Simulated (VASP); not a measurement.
# NbSnTe4 (P6/mmm) in VASP: further runs

The runs below take NbSnTe4 through single point, relaxation of cell and atoms, with PBE.

Everything below comes from runs of VASP 6.6.1. Logs are shortened: lines on timing, memory, paths and dates and some standing lists are left out, and cuts for length are marked.

**1. The cell of the first run**

The structure is hexagonal, space group P6/mmm (No. 191). Conventional cell: a = 4.349 Å, b = 4.349 Å, c = 9.189 Å, α = 90.00°, β = 90.00°, γ = 120.00°. Nb (site symmetry 6/mmm) has 12 Te at 3.37 Å and 6 Nb at 4.35 Å within 4.4 Å. Sn (site symmetry 6/mmm) has 12 Te at 3.44 Å and 6 Sn at 4.35 Å within 4.5 Å. Te (site symmetry 3m) has 3 Te at 2.51 Å within 3.3 Å.

**2. Single point, PBE**

The input, INCAR:

```
SYSTEM = NbSnTe4
  PREC = Accurate
  ENCUT = 520
  EDIFF = 1E-6
  ISMEAR = 0
  SIGMA = 0.1
  LREAL = .FALSE.
  LASPH = .TRUE.
  NELM = 60
  ALGO = Normal
  ISIF = 2
  LWAVE = .FALSE.
  LCHARG = .FALSE.
  GGA = PE
  NBANDS = 34
```

The input, KPOINTS:

```
regular mesh
0
G
  6 6 2
  0 0 0
```

The input, POSCAR:

```
NbSnTe4
1.0
    4.3494730100      0.0000000000      0.0000000000
   -2.1747365100      3.7667541200      0.0000000000
    0.0000000000      0.0000000000      9.1894376500
Nb Sn Te
1 1 4
Direct
    0.0000000000      0.0000000000      0.5000000000
    0.0000000000      0.0000000000      0.0000000000
    0.3333333300      0.6666666700      0.7438020100
    0.3333333300      0.6666666700      0.2561979900
    0.6666666700      0.3333333300      0.7438020100
    0.6666666700      0.3333333300      0.2561979900
```

Potentials or basis: VASP PAW PBE potentials, release 64 (Nb_sv, Sn_d, Te).

Launch:

```
$ cat potpaw_PBE.64/Nb_sv/POTCAR potpaw_PBE.64/Sn_d/POTCAR potpaw_PBE.64/Te/POTCAR > POTCAR
$ mpirun -np 1 vasp_std > vasp.out
```

OUTCAR:

```text
SYSTEM = NbSnTe4
   PREC = Accurate
   ENCUT = 520
   EDIFF = 1E-6
   ISMEAR = 0
   LREAL = .FALSE.
   LASPH = .TRUE.
   NELM = 60
   ISIF = 2
   GGA = PE

 ion  position               nearest neighbor table
   1  0.000  0.000  0.500-   3 3.37   4 3.37   5 3.37   6 3.37   5 3.37   6 3.37   3 3.37   4 3.37
                             5 3.37   6 3.37   3 3.37   4 3.37
   2  0.000  0.000  0.000-   3 3.44   4 3.44   5 3.44   6 3.44   5 3.44   6 3.44   3 3.44   4 3.44
                             5 3.44   6 3.44   3 3.44   4 3.44
   3  0.333  0.667  0.744-   5 2.51   5 2.51   5 2.51   1 3.37   1 3.37   1 3.37   2 3.44   2 3.44
                             2 3.44
   4  0.333  0.667  0.256-   6 2.51   6 2.51   6 2.51   1 3.37   1 3.37   1 3.37   2 3.44   2 3.44
                             2 3.44
   5  0.667  0.333  0.744-   3 2.51   3 2.51   3 2.51   1 3.37   1 3.37   1 3.37   2 3.44   2 3.44
                             2 3.44
   6  0.667  0.333  0.256-   4 2.51   4 2.51   4 2.51   1 3.37   1 3.37   1 3.37   2 3.44   2 3.44
                             2 3.44

  LATTYP: Found a hexagonal cell.
 ALAT       =     4.3494730100
 C/A-ratio  =     2.1127703584

  Lattice vectors:

 A1 = (   4.3494730100,   0.0000000000,   0.0000000000)
 A2 = (  -2.1747365100,   3.7667541200,   0.0000000000)
 A3 = (   0.0000000000,   0.0000000000,   9.1894376500)

Analysis of symmetry for initial positions (statically):
=====================================================================
 Subroutine PRICEL returns:
 Original cell was already a primitive cell.

 Routine SETGRP: Setting up the symmetry group for a
 hexagonal supercell.

 Subroutine GETGRP returns: Found 24 space group operations
 (whereof 24 operations were pure point group operations)
 out of a pool of 24 trial point group operations.

The static configuration has the point symmetry D_6h.

Analysis of symmetry for dynamics (positions and initial velocities):
=====================================================================
 Subroutine PRICEL returns:
 Original cell was already a primitive cell.

 Routine SETGRP: Setting up the symmetry group for a
 hexagonal supercell.

 Subroutine GETGRP returns: Found 24 space group operations
 (whereof 24 operations were pure point group operations)
 out of a pool of 24 trial point group operations.

The dynamic configuration has the point symmetry D_6h.

 Subroutine INISYM returns: Found 24 space group operations
 (whereof 24 operations are pure point group operations),
 and found     1 'primitive' translations

----------------------------------------------------------------------------------------

                                     Primitive cell

  volume of cell :     150.5542

  direct lattice vectors                    reciprocal lattice vectors
     4.349473010  0.000000000  0.000000000     0.229912911  0.132740281  0.000000000
    -2.174736510  3.766754120  0.000000000     0.000000000  0.265480562  0.000000000
     0.000000000  0.000000000  9.189437650     0.000000000  0.000000000  0.108820587

  length of vectors
     4.349473010  4.349473013  9.189437650     0.265480562  0.265480562  0.108820587

  position of ions in fractional coordinates (direct lattice)
     0.000000000  0.000000000  0.500000000
     0.000000000  0.000000000  0.000000000
     0.333333330  0.666666670  0.743802010
     0.333333330  0.666666670  0.256197990
     0.666666670  0.333333330  0.743802010
     0.666666670  0.333333330  0.256197990

  ion indices of the primitive-cell ions
   primitive index   ion index
                 1           1
                 2           2
                 3           3
                 4           4
                 5           5
                 6           6

----------------------------------------------------------------------------------------

 KPOINTS: regular mesh

Automatic generation of k-mesh.
 Grid dimensions read from file:
 generate k-points for:    6    6    2

 Generating k-lattice:

  Cartesian coordinates                     Fractional coordinates (reciprocal lattice)
     0.038318818  0.022123380  0.000000000     0.166666667  0.000000000  0.000000000
     0.000000000  0.044246760  0.000000000     0.000000000  0.166666667  0.000000000
     0.000000000  0.000000000  0.054410294     0.000000000  0.000000000  0.500000000

  Length of vectors
     0.044246760  0.044246760  0.054410294

  Shift w.r.t. Gamma in fractional coordinates (k-lattice)
     0.000000000  0.000000000  0.000000000

 Subroutine IBZKPT returns following result:
 ===========================================

 Found     14 irreducible k-points:

 Following reciprocal coordinates:
            Coordinates               Weight
  0.000000  0.000000  0.000000      1.000000
  0.166667 -0.000000  0.000000      6.000000
  0.333333 -0.000000  0.000000      6.000000
  0.500000  0.000000  0.000000      3.000000
  0.166667  0.166667  0.000000      6.000000
  0.333333  0.166667  0.000000     12.000000
  0.333333  0.333333  0.000000      2.000000
  0.000000  0.000000  0.500000      1.000000
  0.166667 -0.000000  0.500000      6.000000
  0.333333 -0.000000  0.500000      6.000000
  0.500000  0.000000  0.500000      3.000000
  0.166667  0.166667  0.500000      6.000000
  0.333333  0.166667  0.500000     12.000000
  0.333333  0.333333  0.500000      2.000000
   k-points           NKPTS =     14   k-points in BZ     NKDIM =     14   number of bands    NBANDS=     34
   number of dos      NEDOS =    301   number of ions     NIONS =      6
   total plane-waves  NPLWV =  71680
   dimension x,y,z NGX =    32 NGY =   32 NGZ =   70
   dimension x,y,z NGXF=    64 NGYF=   64 NGZF=  140
   ions per type =               1   1   4
   NGX,Y,Z   is equivalent  to a cutoff of  12.23, 12.23, 12.66 a.u.
   NGXF,Y,Z  is equivalent  to a cutoff of  24.46, 24.46, 25.33 a.u.
 SYSTEM =  NbSnTe4
   PREC   = accura    normal or accurate (medium, high low for compatibility)
   ISTART =      0    job   : 0-new  1-cont  2-samecut
   ICHARG =      2    charge: 1-file 2-atom 10-const
   ISPIN  =      1    spin polarized calculation?
   LNONCOLLINEAR =      F non collinear calculations
   LSORBIT =      F    spin-orbit coupling
   LASPH  =      T    aspherical Exc in radial PAW
   ENCUT  =  520.0 eV  38.22 Ry    6.18 a.u.   8.09  8.09 17.09*2*pi/ulx,y,z
   NELM   =     60;   NELMIN=  2; NELMDL= -5     # of ELM steps
   EDIFF  = 0.1E-05   stopping-criterion for ELM
   LREAL  =      F    real-space projection
   EDIFFG = 0.1E-04   stopping-criterion for IOM
   NSW    =      0    number of steps for IOM
   IBRION =     -1    ionic relax: 0-MD 1-quasi-New 2-CG
   NFREE  =      0    steps in history (QN), initial steepest desc. (CG)
   ISIF   =      2    stress and relaxation
   ISYM   =      2    0-nonsym 1-usesym 2-fastsym
   POTIM  = 0.5000    time-step for ionic-motion
   TEBEG  =    0.0;   TEEND  =   0.0 temperature during run
   PSTRESS=    0.0 pullay stress
   NELECT =      51.0000    total number of electrons
   NUPDOWN=      -1.0000    fix difference up-down
   EMIN   =  10.00;   EMAX   =-10.00  energy-range for DOS
   EFERMI =   0.00;   METHOD = LEGACY
   ISMEAR =     0;   SIGMA  =   0.10  broadening in eV -4-tet -1-fermi 0-gaus
   EFERMI_NEDOS =   21; number of points for ismear=-14 and -15
   IALGO  =     38    algorithm
   IMIX   =      4    mixing-type and parameters
     AMIX     =   0.40;   BMIX     =  1.00
     AMIX_MAG =   1.60;   BMIX_MAG =  1.00
  volume/ion in A,a.u.               =      25.09       169.33
  Fermi-wavevector in a.u.,A,eV,Ry     =   1.141214  2.156583 17.719826  1.302370
  Thomas-Fermi vector in A             =   2.277915
   LORBIT       =      0    0 simple, 1 ext, 2 COOP (PROOUT), +10 PAW based schemes
   GGA     = PE    functional components
   LHFCALC =     F    Hartree Fock is set to
   AEXX    =    0.0000 exact exchange contribution
   IVDW    =     0    specifies the selected vdW correction
   LEPSILON=     F    determine dielectric tensor
   LRPA    =     F    only Hartree local field effects (RPA)
 non-spin polarized calculation
 Gauss-broadening in eV      SIGMA  =   0.10
  energy-cutoff  :      520.00
  volume of cell :      150.55
 maximum number of plane-waves:      4078
   NGX = 17   NGY = 17   NGZ = 35

 number of electron      50.9999999 magnetization

 Free energy of the ion-electron system (eV)
  ---------------------------------------------------
  ext. energy  EPLUGINS =         0.00000000
  ---------------------------------------------------
  free energy    TOTEN  =       -14.76039838 eV

  energy without entropy =      -14.71894918  energy(sigma->0) =      -14.73967378

 E-fermi :   9.8579     XC(G=0): -10.5301

 val. band max:        9.8499900643   @ k =   0.5000   0.0000   0.0000
 cond. band min:       9.8878565627   @ k =   0.3333   0.1667   0.0000
 fundamental gap:      0.0378664984
 Fermi energy:         9.8579249812

 k-point     1 :       0.0000    0.0000    0.0000
  band No.  band energies     occupation
      1     -45.7522      2.00000
      2     -21.8341      2.00000
      3     -21.8341      2.00000
      4     -21.7289      2.00000
      5     -11.7723      2.00000
      6     -11.7723      2.00000
[... 26 lines left out ...]
     33      12.1983      0.00000
     34      12.2034      0.00000

 k-point     2 :       0.1667   -0.0000    0.0000
  band No.  band energies     occupation
      1     -45.7521      2.00000
      2     -21.8382      2.00000
      3     -21.8351      2.00000
      4     -21.7280      2.00000
      5     -11.7727      2.00000
      6     -11.7695      2.00000
[... 26 lines left out ...]
     33      11.6737      0.00000
     34      12.9551      0.00000
[... 405 lines left out ...]
     33      12.8129      0.00000
     34      13.8446      0.00000

 k-point    14 :       0.3333    0.3333    0.5000
  band No.  band energies     occupation
      1     -45.7515      2.00000
      2     -21.8456      2.00000
      3     -21.8456      2.00000
      4     -21.7248      2.00000
      5     -11.7669      2.00000
      6     -11.7669      2.00000
[... 26 lines left out ...]
     33      12.0417      0.00000
     34      12.3992      0.00000

------------------------ aborting loop because EDIFF is reached ----------------------------------------

  FORCE on cell =-STRESS in cart. coord.  units (eV):
  Direction    XX          YY          ZZ          XY          YZ          ZX
  --------------------------------------------------------------------------------------
  -------------------------------------------------------------------------------------
  Total       39.6872399     39.6872399     -2.3093345     -0.0000001     -0.0000000      0.0000000
  in kB      422.3462387    422.3462388    -24.5756253     -0.0000006     -0.0000000      0.0000000
  external PRESSURE =     273.3722841 kB  Pullay stress =       0.0000000 kB

 VOLUME and BASIS-vectors are now :
 -----------------------------------------------------------------------------
  energy-cutoff  :      520.00
  volume of cell :      150.55
      direct lattice vectors                 reciprocal lattice vectors
     4.349473010  0.000000000  0.000000000     0.229912911  0.132740281  0.000000000
    -2.174736510  3.766754120  0.000000000     0.000000000  0.265480562  0.000000000
     0.000000000  0.000000000  9.189437650     0.000000000  0.000000000  0.108820587

 POSITION                                       TOTAL-FORCE (eV/Angst)
 -----------------------------------------------------------------------------------
      0.00000      0.00000      4.59472        -0.000000      0.000000      0.000000
      0.00000      0.00000      0.00000        -0.000000      0.000000      0.000000
     -0.00000      2.51117      6.83512         0.000000     -0.000000     -1.014245
     -0.00000      2.51117      2.35432         0.000000     -0.000000      1.014245
      2.17474      1.25558      6.83512        -0.000000      0.000000     -1.014245
      2.17474      1.25558      2.35432        -0.000000      0.000000      1.014245
 -----------------------------------------------------------------------------------
    total drift:                               -0.000000      0.000000     -0.000000

  FREE ENERGIE OF THE ION-ELECTRON SYSTEM (eV)
  ---------------------------------------------------
  free  energy   TOTEN  =       -14.7603983753 eV

  energy  without entropy=      -14.7189491825  energy(sigma->0) =      -14.73967378
```

It took 57 s on 1 thread of Intel Xeon 6975P-C (Granite Rapids), shared host; peak memory 0.28 GiB.

What came out:

- Free energy: -14.7604 eV
- Pressure: 27.3 GPa
- Largest force: 1.014 eV/Å

Forces in eV/Å, atoms in the order of the input:
```
Nb   0.000  0.000  0.000
Sn   0.000  0.000  0.000
Te   0.000  0.000 -1.014
Te   0.000  0.000  1.014
Te   0.000  0.000 -1.014
Te   0.000  0.000  1.014
```

Levels at points of the mesh, in eV from the Fermi level:
| k point | band 24 | band 25 | band 26 | band 27 | band 28 | band 29 |
| --- | --- | --- | --- | --- | --- | --- |
| (0.00, 0.00, 0.00) | -1.74 | -0.96 | -0.37 | -0.37 | 0.13 | 1.12 |
| (0.50, 0.00, 0.00) | -0.01 | 0.29 | 0.35 | 0.52 | 1.08 | 1.19 |
| (0.00, 0.00, 0.50) | -1.24 | -1.05 | -0.35 | -0.35 | -0.06 | 0.48 |
| (0.50, 0.00, 0.50) | -0.23 | -0.18 | 0.29 | 0.63 | 1.15 | 2.05 |

Caveat: spin-orbit coupling is left out, which moves the levels of the heavy elements; forces of over 1 eV/Å act on the atoms, so gaps and moduli don't describe the material at rest.

**3. Single point, PBE**

This run uses another cell than the first one, of 26.86 Å³/atom, 1.070 times its volume.

The input, INCAR:

```
ALGO = Normal
EDIFF = 1E-6
ENCUT = 520
GGA = PE
ISIF = 2
ISMEAR = 0
LASPH = True
LCHARG = False
LREAL = False
LWAVE = False
NBANDS = 34
NELM = 80
PREC = Accurate
SIGMA = 0.1
```

The input, KPOINTS:

```
k-points
0
Gamma
  6 6 4
```

The input, POSCAR:

```
NbSnTe4
1.0
    5.3976841863      0.0000000000      0.0000000000
   -2.6988420932      4.6745316270      0.0000000000
    0.0000000000      0.0000000000      6.3863464962
Nb Sn Te
1 1 4
Direct
    0.0000000000      0.0000000000      0.5000000000
    0.0000000000      0.0000000000      0.0000000000
    0.3333333333      0.6666666667      0.7326894061
    0.3333333333      0.6666666667      0.2673105939
    0.6666666667      0.3333333333      0.7326894061
    0.6666666667      0.3333333333      0.2673105939
```

Potentials or basis: VASP PAW PBE potentials, release 64 (Nb_sv, Sn_d, Te).

Launch:

```
$ cat potpaw_PBE.64/Nb_sv/POTCAR potpaw_PBE.64/Sn_d/POTCAR potpaw_PBE.64/Te/POTCAR > POTCAR
$ mpirun -np 1 vasp_std > vasp.out
```

It took 83 s on 1 thread of Intel Xeon 6975P-C (Granite Rapids), shared host; peak memory 0.32 GiB.

It converged, with:

| Property | Result |
| --- | --- |
| Free energy | -23.9639 eV |
| Pressure | 0.0 GPa |
| Largest force | 0.022 eV/Å |

Forces on the atoms (eV/Å):
```
Nb   0.000  0.000  0.000
Sn   0.000  0.000  0.000
Te   0.000  0.000 -0.022
Te   0.000  0.000  0.022
Te   0.000  0.000 -0.022
Te   0.000  0.000  0.022
```

Stress tensor (GPa, compression positive):
```
 0.07  0.00  0.00
 0.00  0.07  0.00
 0.00  0.00 -0.08
```

Levels at points of the mesh, in eV from the Fermi level:
| k point | band 23 | band 24 | band 25 | band 26 | band 27 | band 28 |
| --- | --- | --- | --- | --- | --- | --- |
| (0.00, 0.00, 0.00) | -2.04 | -2.04 | -0.49 | 0.06 | 0.06 | 0.32 |
| (0.50, 0.00, 0.00) | -0.58 | -0.07 | 0.05 | 0.43 | 0.47 | 0.97 |
| (0.00, 0.00, 0.50) | -2.02 | -2.02 | -2.00 | -1.46 | 0.03 | 0.54 |
| (0.50, 0.00, 0.50) | -1.51 | -1.12 | -0.93 | -0.83 | 0.16 | 0.17 |

Caveat: spin-orbit coupling is left out, which moves the levels of the heavy elements.

**4. Single point, PBE**

This run uses another cell than the first one, of 26.83 Å³/atom, 1.069 times its volume.

The input, INCAR:

```
  ALGO = Normal
  EDIFF = 1E-6
  ENCUT = 520
  GGA = PE
  ISIF = 2
  ISMEAR = 0
  LASPH = T
  LCHARG = T
  LELF = T
  LREAL = F
  LVHAR = T
  LWAVE = F
  NBANDS = 34
  NELM = 60
  PREC = Accurate
  SIGMA = 0.1
```

The input, KPOINTS:

```
k-points
0
Gamma
  6 6 2
```

The input, POSCAR:

```
NbSnTe4
1.0
    5.4584981056      0.0000000036      0.0000000000
   -2.7292490559      4.7271980241      0.0000000000
    0.0000000000      0.0000000000      6.2393124133
Nb Sn Te
1 1 4
Direct
    0.0000000000      0.0000000000      0.5000000000
    0.0000000000      0.0000000000      0.0000000000
    0.3333333333      0.6666666667      0.7377645965
    0.3333333333      0.6666666667      0.2622354035
    0.6666666667      0.3333333333      0.7377645965
    0.6666666667      0.3333333333      0.2622354035
```

Launch:

```
$ cat potpaw_PBE.64/Nb_sv/POTCAR potpaw_PBE.64/Sn_d/POTCAR potpaw_PBE.64/Te/POTCAR > POTCAR
$ mpirun -np 1 vasp_std > vasp.out
```

Run time: 69 s. Hardware: 1 thread of Intel Xeon 6975P-C (Granite Rapids), shared host; peak memory 0.31 GiB.

It converged, with:

```
Free energy : -24.2823 eV
Pressure    : -0.1 GPa
```

Levels at points of the mesh, in eV from the Fermi level:
```csv
k point,band 23,band 24,band 25,band 26,band 27,band 28
"(0.00, 0.00, 0.00)",-2.01,-2.01,-0.54,0.04,0.04,0.32
"(0.50, 0.00, 0.00)",-0.61,-0.01,0.01,0.34,0.50,1.01
"(0.00, 0.00, 0.50)",-2.21,-1.97,-1.97,-1.15,-0.06,0.57
"(0.50, 0.00, 0.50)",-1.50,-1.33,-0.97,-0.85,0.04,0.14
```

Caveat: the k points lie up to 0.50 Å⁻¹ apart; spin-orbit coupling is left out, which moves the levels of the heavy elements.

(Continued in part 2 of 2.)
